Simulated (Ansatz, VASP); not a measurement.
SbO5 in VASP and in Ansatz

```
Sb O
1.0
     4.62603    0.00000    0.00000
    -2.31301    4.00626    0.00000
     0.00000    0.00000    4.04903
Sb O
1 5
Direct
  0.00000 0.00000 0.00000
  0.33333 0.66667 0.16512
  0.33333 0.66667 0.83488
  0.66667 0.33333 0.83488
  0.66667 0.33333 0.16512
  0.00000 0.00000 0.50000
```

Alike in both runs: task relaxation of cell and atoms; functional PBE; k mesh 12 × 12 × 10; occupations gaussian, width 0.1 eV; no spin polarisation.

```csv
,VASP,Ansatz
version,VASP 6.6.1,Ansatz 0.2.0
potentials or method,"VASP PAW PBE potentials, release 64 (Sb, O), cutoff 600 eV","scalar-relativistic, plane waves, PAW"
valence electrons in the cell,35,45
```

VASP gave:

```
gap on the k mesh at the Fermi level, each at its own relaxed structure (eV)  : none
relaxed volume (Å³/atom)                                                      : 12.36
relaxed length of the cell vector where the two differ most in proportion (Å) : 4.596
```

Q: What did Ansatz give for the same quantities?

A: gap on the k mesh at the Fermi level, each at its own relaxed structure (eV): none; relaxed volume (Å³/atom): 12.58; relaxed length of the cell vector where the two differ most in proportion (Å): 4.631.

A gap of «none» marks a metal or a gap that the smearing closes. VASP's potentials hold 35 valence electrons a cell and Ansatz's 45, so a difference there can come from the potentials and not from the codes.

Neither program's run includes spin-orbit coupling.
